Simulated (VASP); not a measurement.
# Be3Te4 in VASP: notebook

Be3Te4 is run at these levels: PBE; tasks: single point, relaxation of cell and atoms.

All numbers are computed with VASP 6.6.1; they aren't measurements. Logs are shortened: lines on timing, memory, paths and dates and some standing lists are left out, and cuts for length are marked.

## Step 1: The cell of the first run

The typed cell holds 7 atoms: a = 5.463 Å, b = 5.471 Å, c = 6.961 Å, α = 113.09°, β = 113.02°, γ = 90.13°.

## Step 2: Single point, PBE

File INCAR:

```
ALGO     = Normal         # electronic algorithm
EDIFF    = 1E-6           # SCF threshold, eV
ENCUT    = 520            # plane-wave cutoff, eV
GGA      = PE             # functional
ISIF     = 2              # what is computed and relaxed
ISMEAR   = 0              # smearing method
LASPH    = True           # aspherical terms in the spheres
LCHARG   = False          # write CHGCAR
LREAL    = False          # projectors in reciprocal space
LWAVE    = False          # write WAVECAR
NBANDS   = 24             # bands
NELM     = 60             # most SCF steps
PREC     = Accurate       # precision mode
SIGMA    = 0.2            # smearing width, eV
```

File KPOINTS:

```
k-points
0
Gamma
  4 4 4
```

File POSCAR:

```
Be3Te4
1.0
    5.4628133974     -0.0062577462      0.0016995803
   -0.0061384078      5.4714702248     -0.0002241045
   -2.7264111754     -2.7330591444      5.7919105072
Be Te
3 4
Direct
    0.7503408313      0.2500880423      0.5001775908
    0.2500001103      0.7500570359      0.5002939837
    0.5000434018      0.5003007910      0.0005324076
    0.8796201231      0.3695131408      0.2488775544
    0.3698194392      0.8795573032      0.2493736021
    0.1203109780      0.1203652219      0.7504397756
    0.6298651163      0.6301184648      0.7503050858
```

Potentials or basis: VASP PAW PBE potentials, release 64 (Be, Te).

The run is started by

```
$ cat potpaw_PBE.64/Be/POTCAR potpaw_PBE.64/Te/POTCAR > POTCAR
$ mpirun -np 1 vasp_std > vasp.out
```

OUTCAR:

```text
EDIFF = 1E-6
   ENCUT = 520
   GGA = PE
   ISIF = 2
   ISMEAR = 0
   LASPH = True
   LREAL = False
   NELM = 60
   PREC = Accurate

 ion  position               nearest neighbor table
   1  0.750  0.250  0.500-   5 2.42   4 2.42   6 2.42   7 2.42
   2  0.250  0.750  0.500-   6 2.42   7 2.42   5 2.42   4 2.42
   3  0.500  0.500  0.001-   5 2.44   6 2.44   4 2.44   7 2.44
   4  0.880  0.370  0.249-   2 2.42   1 2.42   3 2.44
   5  0.370  0.880  0.249-   2 2.42   1 2.42   3 2.44
   6  0.120  0.120  0.750-   2 2.42   1 2.42   3 2.44
   7  0.630  0.630  0.750-   2 2.42   1 2.42   3 2.44

  LATTYP: Found a triclinic cell.
 ALAT       =    10.4166726360
 B/A-ratio  =     0.5252611716
 C/A-ratio  =     1.1121878906
 COS(alpha) =     0.0001195179
 COS(beta)  =     0.5563569142
 COS(gamma) =     0.7885527724

  Lattice vectors:

 A1 = (  -2.7425406298,   8.2107871154,  -5.7938341920)
 A2 = (  -0.0061384078,   5.4714702248,  -0.0002241045)
 A3 = (  -0.0038526388,   0.0009058102, -11.5852964902)

Analysis of symmetry for initial positions (statically):
=====================================================================
 Subroutine PRICEL returns:
 Original cell was already a primitive cell.

 Routine SETGRP: Setting up the symmetry group for a
 triclinic supercell.

 Subroutine GETGRP returns: Found  1 space group operations
 (whereof  1 operations were pure point group operations)
 out of a pool of  2 trial point group operations.

The static configuration has the point symmetry C_1 .

Analysis of symmetry for dynamics (positions and initial velocities):
=====================================================================
 Subroutine PRICEL returns:
 Original cell was already a primitive cell.

 Routine SETGRP: Setting up the symmetry group for a
 triclinic supercell.

 Subroutine GETGRP returns: Found  1 space group operations
 (whereof  1 operations were pure point group operations)
 out of a pool of  2 trial point group operations.

The dynamic configuration has the point symmetry C_1 .

 Subroutine INISYM returns: Found  1 space group operations
 (whereof  1 operations are pure point group operations),
 and found     1 'primitive' translations

----------------------------------------------------------------------------------------

[... 103 lines left out ...]
   LREAL  =      F    real-space projection
   EDIFFG = 0.1E-04   stopping-criterion for IOM
   NSW    =      0    number of steps for IOM
   IBRION =     -1    ionic relax: 0-MD 1-quasi-New 2-CG
   NFREE  =      0    steps in history (QN), initial steepest desc. (CG)
   ISIF   =      2    stress and relaxation
   ISYM   =      2    0-nonsym 1-usesym 2-fastsym
   POTIM  = 0.5000    time-step for ionic-motion
   TEBEG  =    0.0;   TEEND  =   0.0 temperature during run
   PSTRESS=    0.0 pullay stress
   NELECT =      30.0000    total number of electrons
   NUPDOWN=      -1.0000    fix difference up-down
   EMIN   =  10.00;   EMAX   =-10.00  energy-range for DOS
   EFERMI =   0.00;   METHOD = LEGACY
   ISMEAR =     0;   SIGMA  =   0.20  broadening in eV -4-tet -1-fermi 0-gaus
   EFERMI_NEDOS =   21; number of points for ismear=-14 and -15
   IALGO  =     38    algorithm
   IMIX   =      4    mixing-type and parameters
     AMIX     =   0.40;   BMIX     =  1.00
     AMIX_MAG =   1.60;   BMIX_MAG =  1.00
  volume/ion in A,a.u.               =      24.73       166.92
  Fermi-wavevector in a.u.,A,eV,Ry     =   0.912675  1.724706 11.333327  0.832976
  Thomas-Fermi vector in A             =   2.037098
   LORBIT       =      0    0 simple, 1 ext, 2 COOP (PROOUT), +10 PAW based schemes
   GGA     = PE    functional components
   LHFCALC =     F    Hartree Fock is set to
   AEXX    =    0.0000 exact exchange contribution
   IVDW    =     0    specifies the selected vdW correction
   LEPSILON=     F    determine dielectric tensor
   LRPA    =     F    only Hartree local field effects (RPA)
 non-spin polarized calculation
 Gauss-broadening in eV      SIGMA  =   0.20
  energy-cutoff  :      520.00
  volume of cell :      173.14
 maximum number of plane-waves:      4708
 NGX is ok and might be reduce to    42
   NGX = 21   NGY = 21   NGZ = 25

 number of electron      29.9999998 magnetization

 Free energy of the ion-electron system (eV)
  ---------------------------------------------------
  ext. energy  EPLUGINS =         0.00000000
  ---------------------------------------------------
  free energy    TOTEN  =       -24.88045954 eV

  energy without entropy =      -24.80376716  energy(sigma->0) =      -24.84211335

 E-fermi :   4.5253     XC(G=0):  -8.9741

 val. band max:        4.5203338200   @ k =   0.2500   0.2500   0.0000
 cond. band min:       4.5447770700   @ k =   0.2500   0.5000   0.5000
 fundamental gap:      0.0244432501
 Fermi energy:         4.5252566389

 k-point     1 :       0.0000    0.0000    0.0000
  band No.  band energies     occupation
      1      -7.4124      2.00000
      2      -5.6994      2.00000
      3      -5.4337      2.00000
      4      -5.4270      2.00000
      5      -0.3424      2.00000
      6       0.2025      2.00000
[... 637 lines left out ...]
     23      10.6793      0.00000
     24      10.8965      0.00000

 [... further k-points ...]

------------------------ aborting loop because EDIFF is reached ----------------------------------------

  FORCE on cell =-STRESS in cart. coord.  units (eV):
  Direction    XX          YY          ZZ          XY          YZ          ZX
  --------------------------------------------------------------------------------------
  -------------------------------------------------------------------------------------
  Total        0.1662845      0.1192534      0.1169675      0.0342981      0.0032315     -0.0088946
  in kB        1.5387404      1.1035303      1.0823780      0.3173830      0.0299029     -0.0823077
  external PRESSURE =       1.2415496 kB  Pullay stress =       0.0000000 kB

 VOLUME and BASIS-vectors are now :
 -----------------------------------------------------------------------------
  energy-cutoff  :      520.00
  volume of cell :      173.14
      direct lattice vectors                 reciprocal lattice vectors
     5.462813397 -0.006257746  0.001699580     0.183029263  0.000208872  0.086255457
    -0.006138408  5.471470225 -0.000224104     0.000182507  0.182769973  0.086330536
    -2.726411175 -2.733059144  5.791910507    -0.000053701  0.000007011  0.172632631

 POSITION                                       TOTAL-FORCE (eV/Angst)
 -----------------------------------------------------------------------------------
      2.73375     -0.00336      2.89820        -0.002985      0.001462     -0.004768
     -0.00291      2.73502      2.89791         0.001704     -0.001470     -0.009063
      2.72712      2.73280      0.00382         0.006395     -0.002205     -0.000100
      4.12439      1.33608      1.44289         0.005955     -0.006467      0.002738
      1.33496      4.12860      1.44478        -0.010792      0.010586      0.001339
     -1.38951     -1.39317      4.34666        -0.013681     -0.002385      0.005441
      1.39133      1.39310      4.34663         0.013403      0.000479      0.004412
 -----------------------------------------------------------------------------------
    total drift:                               -0.000016     -0.000020      0.000010

  FREE ENERGIE OF THE ION-ELECTRON SYSTEM (eV)
  ---------------------------------------------------
  free  energy   TOTEN  =       -24.8804595354 eV

  energy  without entropy=      -24.8037671588  energy(sigma->0) =      -24.84211335
```

Wall time 4.9 min (1 thread of Intel Xeon 8259CL, shared host); peak memory 0.36 GiB.

Results:

```yaml
Free_energy: -24.8805 eV
Pressure: 0.1 GPa
Largest_force: 0.015 eV/Å
Band_gap_on_the_k_mesh: zero (bands 15 and 16 overlap by 1.10 eV)
```

Forces on the atoms (eV/Å):
```
Be  -0.003  0.001 -0.005
Be   0.002 -0.001 -0.009
Be   0.006 -0.002  0.000
Te   0.006 -0.006  0.003
Te  -0.011  0.011  0.001
Te  -0.014 -0.002  0.005
Te   0.013  0.000  0.004
```

Levels at points of the mesh, in eV from the Fermi level:
```tsv
k point	band 13	band 14	band 15	band 16	band 17	band 18
(0.00, 0.00, 0.00)	-1.55	0.57	0.84	0.87	2.88	3.63
(0.50, 0.00, 0.00)	-1.63	-0.89	-0.54	-0.26	3.94	4.44
(0.00, 0.50, 0.00)	-1.62	-0.88	-0.55	-0.26	3.95	4.43
(0.50, 0.50, 0.00)	-0.55	-0.39	0.38	0.44	3.63	3.98
(0.00, 0.00, 0.50)	-1.16	-1.12	-0.19	-0.17	2.66	2.67
(0.50, 0.00, 0.50)	-1.63	-0.88	-0.54	-0.26	3.94	4.44
(0.00, 0.50, 0.50)	-1.62	-0.88	-0.55	-0.26	3.95	4.43
(0.50, 0.50, 0.50)	-0.53	-0.39	0.40	0.43	3.65	3.99
```

Caveat: spin-orbit coupling is left out, which moves the levels of the heavy elements.

## Step 3: Relaxation of cell and atoms, PBE (atoms taken out)

File INCAR:

```
SYSTEM = Be3Te4
ALGO = Normal
EDIFF = 1E-7
EDIFFG = -0.08
ENCUT = 600
GGA = PE
IBRION = 2
ISIF = 3
ISMEAR = 0
LASPH = .TRUE.
LCHARG = .FALSE.
LREAL = .FALSE.
LWAVE = .FALSE.
NELM = 60
NSW = 36
PREC = Accurate
SIGMA = 0.2
```

File KPOINTS:

```
k-points
0
G
  4 4 4
  0 0 0
```

File POSCAR:

```
Be3Te4
1.0
   -2.6700000000      2.6700000000      5.3500000000
    2.6700000000     -2.6700000000      5.3500000000
    2.6700000000      2.6700000000     -5.3500000000
Be Te
3 4
Direct
    0.2500000000      0.7500000000      0.5000000000
    0.7500000000      0.2500000000      0.5000000000
    0.5000000000      0.5000000000      0.0000000000
    0.3750000000      0.8750000000      0.0000000000
    0.8750000000      0.3750000000      0.0000000000
    0.1250000000      0.1250000000      0.5000000000
    0.6250000000      0.6250000000      0.5000000000
```

Potentials or basis: VASP PAW PBE potentials, release 64 (Be, Te).

The run is started by

```
$ cat potpaw_PBE.64/Be/POTCAR potpaw_PBE.64/Te/POTCAR > POTCAR
$ mpirun -np 1 vasp_std > vasp.out
```

Wall time 1.7 min (1 thread of Intel Xeon 6975P-C (Granite Rapids), shared host); peak memory 0.42 GiB.

It converged, with:

| Item | Value |
| --- | --- |
| Free energy | -24.8650 eV |
| Relaxed volume | 24.85 Å³/atom |
| Relaxed cell | a = 6.857 Å, b = 6.857 Å, c = 6.857 Å, α = 132.11°, β = 132.11°, γ = 70.05° |
| Space group after relaxing (to 0.1 Å) | I-42m (No. 121) |
| Energy gained by relaxing | 83.6 meV/atom |
| Ionic steps | 3 |
| Pressure after relaxing | 0.0 GPa |
| Largest force after relaxing | 0.056 eV/Å |
| Band gap on the k mesh | zero (bands 15 and 16 overlap by 1.11 eV) |

Forces on the atoms (eV/Å):
```
Be   0.000  0.000  0.000
Be   0.000  0.000  0.000
Be   0.000  0.000  0.000
Te   0.038 -0.038  0.013
Te  -0.038  0.038  0.013
Te  -0.038 -0.038 -0.013
Te   0.038  0.038 -0.013
```

Stress tensor (GPa, compression positive):
```
-0.27  0.00  0.00
 0.00 -0.27  0.00
 0.00  0.00  0.48
```

Step by step:
| step | energy change (eV) | largest force (eV/Å) | pressure (GPa) | volume (Å³) |
| --- | --- | --- | --- | --- |
| 1 | 0.0000 | 0.8112 | 8.94 | 152.56 |
| 2 | -0.5395 | 0.1611 | -1.92 | 181.02 |
| 3 | -0.5853 | 0.0560 | -0.02 | 173.94 |

Final structure:
```yaml
crystal:
  lattice:
    - [-2.78280, 2.78280, 5.61525]
    - [2.78280, -2.78280, 5.61525]
    - [2.78280, 2.78280, -5.61525]
  atoms:
    - { symbol: Be, position: [0.25000, 0.75000, 0.50000] }
    - { symbol: Be, position: [0.75000, 0.25000, 0.50000] }
    - { symbol: Be, position: [0.50000, 0.50000, 0.00000] }
    - { symbol: Te, position: [0.37009, 0.87649, 0.00000] }
    - { symbol: Te, position: [0.87649, 0.37009, 0.00000] }
    - { symbol: Te, position: [0.12351, 0.12351, 0.49360] }
    - { symbol: Te, position: [0.62991, 0.62991, 0.50640] }
```

Levels at points of the mesh, in eV from the Fermi level:
```csv
k point,band 13,band 14,band 15,band 16,band 17,band 18
"(0.00, 0.00, 0.00)",-1.73,0.68,0.77,0.77,2.67,3.40
"(0.50, 0.00, 0.00)",-1.59,-0.80,-0.54,-0.21,4.07,4.45
"(0.50, 0.50, 0.00)",-0.75,-0.19,0.18,0.29,3.61,4.20
"(0.50, 0.50, 0.50)",-1.29,-1.29,-0.34,-0.34,2.76,2.76
```

Caveat: the cell differs from its parent crystal (atoms taken out); spin-orbit coupling is left out, which moves the levels of the heavy elements; the relaxation stopped at a loose force limit of 0.08 eV/Å, so its end isn't a converged minimum.

(Continued in part 2 of 2.)
